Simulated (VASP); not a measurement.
# CoPdO2 in VASP: single point with PBE

Aim: the single point of CoPdO2 with PBE.

Program: VASP 6.6.1. These are calculated values, not measurements. Logs are shortened: lines on timing, memory, paths and dates and some standing lists are left out, and cuts for length are marked.

## 1. The cell of the first run

The cell holds a slab with vacuum, 8 atoms: a = 2.845 Å, b = 2.845 Å, c = 24.915 Å, α = 90.00°, β = 90.00°, γ = 120.00°.

## 2. Single point, PBE, collinear spin, ferromagnetic start

INCAR reads:

```
SYSTEM = CoPdO2
ALGO = Normal
DIPOL = 0.5 0.5 0.490
EDIFF = 1E-6
ENCUT = 520
GGA = PE
IDIPOL = 3
ISIF = 2
ISMEAR = -1
ISPIN = 2
LASPH = .True.
LCHARG = .False.
LDIPOL = .True.
LMAXMIX = 4
LORBIT = 11
LREAL = .False.
LWAVE = .False.
MAGMOM = 0 0 0 0 2 2 0 0
NBANDS = 45
NELM = 150
PREC = Accurate
SIGMA = 0.05
```

KPOINTS reads:

```
k-points
0
Gamma
  11 11 1
  0 0 0
```

POSCAR reads:

```
CoPdO2
1.0
    2.8449990154      0.0000000000      0.0000000000
   -1.4224995077      2.4638414211      0.0000000000
    0.0000000000      0.0000000000     24.9147580000
O Co Pd
4 2 2
Direct
    0.0000000000      0.0000000000      0.3010264037
    0.6666666667      0.3333333333      0.3792738424
    0.6666666667      0.3333333333      0.5402420525
    0.3333333333      0.6666666667      0.6184894912
    0.3333333333      0.6666666667      0.3401501231
    0.0000000000      0.0000000000      0.5793657719
    0.6666666667      0.3333333333      0.4597579475
    0.3333333333      0.6666666667      0.6989735963
```

Potentials or basis: VASP PAW PBE potentials, release 64 (O, Co, Pd).

Run with:

```sh
> cat potpaw_PBE.64/O/POTCAR potpaw_PBE.64/Co/POTCAR potpaw_PBE.64/Pd/POTCAR > POTCAR
> mpirun -np 1 vasp_std > vasp.out
```

OUTCAR:

```text
SYSTEM = CoPdO2
   EDIFF = 1E-6
   ENCUT = 520
   GGA = PE
   ISIF = 2
   ISMEAR = -1
   ISPIN = 2
   LASPH = .True.
   LORBIT = 11
   LREAL = .False.
   NELM = 150
   PREC = Accurate

 ion  position               nearest neighbor table
   1  0.000  0.000  0.301-   5 1.91   5 1.91   5 1.91
   2  0.667  0.333  0.379-   5 1.91   5 1.91   5 1.91   7 2.01
   3  0.667  0.333  0.540-   6 1.91   6 1.91   6 1.91   7 2.01
   4  0.333  0.667  0.618-   6 1.91   6 1.91   6 1.91   8 2.01
   5  0.333  0.667  0.340-   2 1.91   2 1.91   2 1.91   1 1.91   1 1.91   1 1.91
   6  0.000  0.000  0.579-   4 1.91   4 1.91   4 1.91   3 1.91   3 1.91   3 1.91
   7  0.667  0.333  0.460-   3 2.01   2 2.01
   8  0.333  0.667  0.699-   4 2.01

  LATTYP: Found a hexagonal cell.
 ALAT       =     2.8449990154
 C/A-ratio  =     8.7573872135

  Lattice vectors:

 A1 = (   2.8449990154,   0.0000000000,   0.0000000000)
 A2 = (  -1.4224995077,   2.4638414211,   0.0000000000)
 A3 = (   0.0000000000,   0.0000000000,  24.9147580000)

Analysis of symmetry for initial positions (statically):
=====================================================================
 Subroutine PRICEL returns:
 Original cell was already a primitive cell.

 Routine SETGRP: Setting up the symmetry group for a
 hexagonal supercell.

 Subroutine GETGRP returns: Found  6 space group operations
 (whereof  6 operations were pure point group operations)
 out of a pool of 24 trial point group operations.

The static configuration has the point symmetry C_3v.

Analysis of symmetry for dynamics (positions and initial velocities):
=====================================================================
 Subroutine PRICEL returns:
 Original cell was already a primitive cell.

 Routine SETGRP: Setting up the symmetry group for a
 hexagonal supercell.

 Subroutine GETGRP returns: Found  6 space group operations
 (whereof  6 operations were pure point group operations)
 out of a pool of 24 trial point group operations.

The dynamic configuration has the point symmetry C_3v.

Analysis of structural, dynamic, and magnetic symmetry:
=====================================================================
 Subroutine PRICEL returns:
 Original cell was already a primitive cell.

 Routine SETGRP: Setting up the symmetry group for a
 hexagonal supercell.

 Subroutine GETGRP returns: Found  6 space group operations
 (whereof  6 operations were pure point group operations)
 out of a pool of 24 trial point group operations.

The overall configuration has the point symmetry C_3v.

 Subroutine INISYM returns: Found  6 space group operations
 (whereof  6 operations are pure point group operations),
 and found     1 'primitive' translations

----------------------------------------------------------------------------------------

                                     Primitive cell

  volume of cell :     174.6431

  direct lattice vectors                    reciprocal lattice vectors
     2.844999015  0.000000000  0.000000000     0.351493971  0.202935138  0.000000000
    -1.422499508  2.463841421  0.000000000     0.000000000  0.405870277  0.000000000
     0.000000000  0.000000000 24.914758000     0.000000000  0.000000000  0.040136854

  length of vectors
     2.844999015  2.844999015 24.914758000     0.405870277  0.405870277  0.040136854

  position of ions in fractional coordinates (direct lattice)
     0.000000000  0.000000000  0.301026404
     0.666666667  0.333333333  0.379273842
     0.666666667  0.333333333  0.540242052
     0.333333333  0.666666667  0.618489491
     0.333333333  0.666666667  0.340150123
     0.000000000  0.000000000  0.579365772
     0.666666667  0.333333333  0.459757948
     0.333333333  0.666666667  0.698973596

  ion indices of the primitive-cell ions
   primitive index   ion index
                 1           1
                 2           2
                 3           3
                 4           4
                 5           5
                 6           6
                 7           7
                 8           8

----------------------------------------------------------------------------------------

 KPOINTS: k-points

Automatic generation of k-mesh.
 Grid dimensions read from file:
 generate k-points for:   11   11    1

 Generating k-lattice:

  Cartesian coordinates                     Fractional coordinates (reciprocal lattice)
     0.031953997  0.018448649  0.000000000     0.090909091  0.000000000  0.000000000
     0.000000000  0.036897298  0.000000000     0.000000000  0.090909091  0.000000000
     0.000000000  0.000000000  0.040136854     0.000000000  0.000000000  1.000000000

  Length of vectors
     0.036897298  0.036897298  0.040136854

  Shift w.r.t. Gamma in fractional coordinates (k-lattice)
     0.000000000  0.000000000  0.000000000

 Subroutine IBZKPT returns following result:
 ===========================================

 Found     16 irreducible k-points:

 Following reciprocal coordinates:
            Coordinates               Weight
  0.000000  0.000000  0.000000      1.000000
  0.090909 -0.000000  0.000000      6.000000
  0.181818 -0.000000  0.000000      6.000000
  0.272727  0.000000  0.000000      6.000000
  0.363636 -0.000000  0.000000      6.000000
  0.454545 -0.000000  0.000000      6.000000
[... 8 lines left out ...]
  0.272727  0.272727  0.000000      6.000000
  0.363636  0.272727  0.000000      6.000000
   k-points           NKPTS =     16   k-points in BZ     NKDIM =     16   number of bands    NBANDS=     45
   number of dos      NEDOS =    301   number of ions     NIONS =      8
   total plane-waves  NPLWV = 110592
   dimension x,y,z NGX =    24 NGY =   24 NGZ =  192
   dimension x,y,z NGXF=    48 NGYF=   48 NGZF=  384
   ions per type =               4   2   2
   NGX,Y,Z   is equivalent  to a cutoff of  14.02, 14.02, 12.81 a.u.
   NGXF,Y,Z  is equivalent  to a cutoff of  28.05, 28.05, 25.62 a.u.
 SYSTEM =  CoPdO2
   PREC   = accura    normal or accurate (medium, high low for compatibility)
   ISTART =      0    job   : 0-new  1-cont  2-samecut
   ICHARG =      2    charge: 1-file 2-atom 10-const
   ISPIN  =      2    spin polarized calculation?
   LNONCOLLINEAR =      F non collinear calculations
   LSORBIT =      F    spin-orbit coupling
   LASPH  =      T    aspherical Exc in radial PAW
   ENCUT  =  520.0 eV  38.22 Ry    6.18 a.u.   5.29  5.29 46.32*2*pi/ulx,y,z
   NELM   =    150;   NELMIN=  2; NELMDL= -5     # of ELM steps
   EDIFF  = 0.1E-05   stopping-criterion for ELM
   LREAL  =      F    real-space projection
   EDIFFG = 0.1E-04   stopping-criterion for IOM
   NSW    =      0    number of steps for IOM
   IBRION =     -1    ionic relax: 0-MD 1-quasi-New 2-CG
   NFREE  =      0    steps in history (QN), initial steepest desc. (CG)
   ISIF   =      2    stress and relaxation
   ISYM   =      2    0-nonsym 1-usesym 2-fastsym
   POTIM  = 0.5000    time-step for ionic-motion
   TEBEG  =    0.0;   TEEND  =   0.0 temperature during run
   PSTRESS=    0.0 pullay stress
   NELECT =      62.0000    total number of electrons
   NUPDOWN=      -1.0000    fix difference up-down
   EMIN   =  10.00;   EMAX   =-10.00  energy-range for DOS
   EFERMI =   0.00;   METHOD = LEGACY
   ISMEAR =    -1;   SIGMA  =   0.05  broadening in eV -4-tet -1-fermi 0-gaus
   EFERMI_NEDOS =   21; number of points for ismear=-14 and -15
   IALGO  =     38    algorithm
   IMIX   =      4    mixing-type and parameters
     AMIX     =   0.40;   BMIX     =  1.00
     AMIX_MAG =   1.60;   BMIX_MAG =  1.00
  volume/ion in A,a.u.               =      21.83       147.32
  Fermi-wavevector in a.u.,A,eV,Ry     =   1.159191  2.190553 18.282462  1.343723
  Thomas-Fermi vector in A             =   2.295786
   LORBIT       =     11    0 simple, 1 ext, 2 COOP (PROOUT), +10 PAW based schemes
   GGA     = PE    functional components
   LHFCALC =     F    Hartree Fock is set to
   AEXX    =    0.0000 exact exchange contribution
   IVDW    =     0    specifies the selected vdW correction
   LEPSILON=     F    determine dielectric tensor
   LRPA    =     F    only Hartree local field effects (RPA)
 spin polarized calculation
  energy-cutoff  :      520.00
  volume of cell :      174.64
 maximum number of plane-waves:      4737
 NGX is ok and might be reduce to    24
   NGX = 11   NGY = 11   NGZ = 93

 dipolmoment           0.000000      0.000000      0.037660 electrons x Angstroem

 number of electron      62.0000002 magnetization       1.0381238

 dipolmoment           0.000000      0.000000     -0.123899 electrons x Angstroem

 Free energy of the ion-electron system (eV)
  ---------------------------------------------------
  ext. energy  EPLUGINS =         0.00000000
  ---------------------------------------------------
  free energy    TOTEN  =       -49.76783713 eV

  energy without entropy =      -49.73265129  energy(sigma->0) =      -49.75024421

 E-fermi :   0.2681     XC(G=0):  -6.5188

 val. band max:        0.2600383340   @ k =   0.2727   0.0909   0.0000
 cond. band min:       0.2821995531   @ k =   0.0000   0.0000   0.0000
 fundamental gap:      0.0221612190
 Fermi energy:         0.2680931415

 spin component 1

 k-point     1 :       0.0000    0.0000    0.0000
  band No.  band energies     occupation
      1     -20.5242      1.00000
      2     -19.7903      1.00000
      3     -18.8920      1.00000
      4     -17.6272      1.00000
      5      -7.7532      1.00000
      6      -6.5242      1.00000
[... 35 lines left out ...]
     42       7.2103      0.00000
     43       7.5637      0.00000
[... 648 lines left out ...]
      2     -18.8675      1.00000
      3     -18.4963      1.00000
      4     -17.3139      1.00000
      5      -6.8903      1.00000
      6      -6.6752      1.00000
[... 35 lines left out ...]
     42      11.1686      0.00000
     43      11.3234      0.00000
 Fermi energy:         0.2680931415

 spin component 2

 k-point     1 :       0.0000    0.0000    0.0000
  band No.  band energies     occupation
      1     -20.4817      1.00000
      2     -19.7478      1.00000
      3     -18.8430      1.00000
      4     -17.5424      1.00000
      5      -7.6827      1.00000
      6      -6.4036      1.00000
[... 35 lines left out ...]
     42       7.1630      0.00000
     43       7.6278      0.00000
[... 648 lines left out ...]
      2     -18.8362      1.00000
      3     -18.4662      1.00000
      4     -17.2092      1.00000
      5      -6.8459      1.00000
      6      -6.6159      1.00000
[... 35 lines left out ...]
     42      11.1798      0.00000
     43      11.3981      0.00000
 [bands above 43 left out]

------------------------ aborting loop because EDIFF is reached ----------------------------------------

 vacuum level on the upper side and lower side of the slab       (xc-potential included)        -1.644         1.498

  FORCE on cell =-STRESS in cart. coord.  units (eV):
  Direction    XX          YY          ZZ          XY          YZ          ZX
  --------------------------------------------------------------------------------------
  -------------------------------------------------------------------------------------
  Total       -0.9451976     -0.9451976      0.4192522     -0.0000000      0.0000000      0.0000000
  in kB       -8.6712490     -8.6712490      3.8462225     -0.0000000      0.0000000      0.0000000
  external PRESSURE =      -4.4987585 kB  Pullay stress =       0.0000000 kB

 VOLUME and BASIS-vectors are now :
 -----------------------------------------------------------------------------
  energy-cutoff  :      520.00
  volume of cell :      174.64
      direct lattice vectors                 reciprocal lattice vectors
     2.844999015  0.000000000  0.000000000     0.351493971  0.202935138  0.000000000
    -1.422499508  2.463841421  0.000000000     0.000000000  0.405870277  0.000000000
     0.000000000  0.000000000 24.914758000     0.000000000  0.000000000  0.040136854

 POSITION                                       TOTAL-FORCE (eV/Angst)
 -----------------------------------------------------------------------------------
      0.00000      0.00000      7.50000         0.000000     -0.000000      1.226600
      1.42250      0.82128      9.44952        -0.000000      0.000000      0.131471
      1.42250      0.82128     13.46000         0.000000     -0.000000      0.092366
     -0.00000      1.64256     15.40952        -0.000000     -0.000000     -0.612273
     -0.00000      1.64256      8.47476        -0.000000     -0.000000     -1.368675
      0.00000      0.00000     14.43476         0.000000     -0.000000     -0.008116
      1.42250      0.82128     11.45476         0.000000     -0.000000     -0.100849
     -0.00000      1.64256     17.41476        -0.000000      0.000000      0.639476
 -----------------------------------------------------------------------------------
    total drift:                               -0.000000      0.000000      0.000074

  FREE ENERGIE OF THE ION-ELECTRON SYSTEM (eV)
  ---------------------------------------------------
  free  energy   TOTEN  =       -49.7678371281 eV

  energy  without entropy=      -49.7326512895  energy(sigma->0) =      -49.75024421

 vacuum level on the upper side and lower side of the slab         4.815         8.016

 total charge

# of ion       s       p       d       tot
------------------------------------------
    1        1.588   3.311   0.000   4.899
    2        1.562   3.437   0.000   4.999
    3        1.561   3.431   0.000   4.992
    4        1.570   3.410   0.000   4.980
    5        0.434   0.660   7.241   8.335
    6        0.424   0.645   7.318   8.387
    7        0.471   0.458   8.446   9.376
    8        0.422   0.317   8.499   9.238
--------------------------------------------------
tot          8.031  15.671  31.505  55.207

 magnetization (x)

# of ion       s       p       d       tot
------------------------------------------
    1        0.001   0.057   0.000   0.058
    2        0.000   0.016   0.000   0.016
    3        0.000   0.005   0.000   0.006
    4        0.009   0.038   0.000   0.047
    5        0.004   0.006   0.340   0.350
    6        0.002   0.004   0.121   0.127
    7        0.002   0.001  -0.006  -0.002
    8       -0.003   0.006   0.390   0.393
--------------------------------------------------
tot          0.015   0.133   0.845   0.992
```

It took 49 min on 1 thread of Oxide Virtual Turin-like, shared host; peak memory 0.5 GiB.

What came out:

```
Free energy                                           : -49.7678 eV
Largest force                                         : 1.369 eV/Å
Net moment                                            : 1.04 μB per cell
Site moments                                          : O +0.06, +0.02, +0.01, +0.05; Co +0.35, +0.13; Pd -0.00, +0.39 μB
Valence electrons inside the program's atomic spheres : O 4.90, 5.00, 4.99, 4.98; Co 8.34, 8.39; Pd 9.38, 9.24
```

Forces on the atoms (eV/Å):
```
O    0.000  0.000  1.227
O    0.000  0.000  0.131
O    0.000  0.000  0.092
O    0.000  0.000 -0.612
Co   0.000  0.000 -1.369
Co   0.000  0.000 -0.008
Pd   0.000  0.000 -0.101
Pd   0.000  0.000  0.639
```

Levels at points of the mesh, in eV from the Fermi level:
Spin up:
| k point | band 30 | band 31 | band 32 | band 33 | band 34 | band 35 |
| --- | --- | --- | --- | --- | --- | --- |
| (0.00, 0.00, 0.00) | -0.70 | -0.70 | -0.38 | -0.24 | 1.86 | 1.86 |
Spin down:
| k point | band 27 | band 28 | band 29 | band 30 | band 31 | band 32 | band 33 | band 34 | band 35 | band 36 |
| --- | --- | --- | --- | --- | --- | --- | --- | --- | --- | --- |
| (0.00, 0.00, 0.00) | -1.03 | -0.95 | -0.95 | -0.61 | -0.61 | 0.01 | 0.20 | 1.95 | 1.95 | 2.48 |

Caveat: semilocal functionals often make such compounds metallic where correlation or magnetic order opens a gap, which also shifts bond lengths. With open d or f shells a metallic result of PBE can be an artefact of self-interaction; +U or a hybrid may open a gap.
